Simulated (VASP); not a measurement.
Write the native input for VASP 6.6.1 that does the following.

- Task: single point
- Functional: PBE
- Potentials or basis: VASP PAW PBE potentials, release 64 (Na_pv, Al, O)
- Cutoff: 520 eV
- k mesh: 4 × 4 × 4
- Occupations: gaussian, width 0.1 eV
- Spin: collinear spin, ferromagnetic start
- Starting moments: [0.0, 0.0, 0.0, 0.0, 1.0] μB
- Dipole correction: no
- Further INCAR settings: ALGO = Normal; EDIFF = 1e-06; NBANDS = 23

The structure of NaAl3O lies in POSCAR:

```
NaAl3O
1.0
    5.1468478075      0.0000000000      0.0000000000
    0.0000000000      5.1468478075      0.0000000000
    0.0000000000      0.0000000000      5.1468478075
Na Al O
1 3 1
Direct
    0.0000000000      0.0000000000      0.0000000000
    0.5000000000      0.0000000000      0.0000000000
    0.0000000000      0.5000000000      0.0000000000
    0.0000000000      0.0000000000      0.5000000000
    0.5000000000      0.5000000000      0.5000000000
```

The cell was built from a structure type or drawn by symmetry, and may not be a known phase.

These files were run (other wordings do the same):

INCAR

```
SYSTEM = NaAl3O
PREC = Accurate
ENCUT = 520
EDIFF = 1E-6
ISMEAR = 0
SIGMA = 0.1
LREAL = .FALSE.
LASPH = .TRUE.
NELM = 150
ALGO = Normal
ISIF = 2
LWAVE = .FALSE.
LCHARG = .FALSE.
ISPIN = 2
MAGMOM = 0 0 0 0 1
LORBIT = 11
GGA = PE
NBANDS = 23
```

KPOINTS

```
regular mesh
0
G
  4 4 4
  0 0 0
```

Potentials or basis: VASP PAW PBE potentials, release 64 (Na_pv, Al, O).

Command:

```bash
$ cat potpaw_PBE.64/Na_pv/POTCAR potpaw_PBE.64/Al/POTCAR potpaw_PBE.64/O/POTCAR > POTCAR
$ mpirun -np 1 vasp_std > vasp.out
```

Results of the run:

| Property | Result |
| --- | --- |
| Pressure | 0.0 GPa |
| Band gap on the k mesh | zero (filled and empty bands overlap) |
| Net moment | -0.01 μB per cell |
| Valence electrons inside the program's atomic spheres | Na 6.26; Al 0.75; O 4.67 |

Wall time 48 s on 1 thread of Intel(R) Xeon(R) 6975P-C (Granite Rapids) (shared host), peak memory 0.3 GiB.
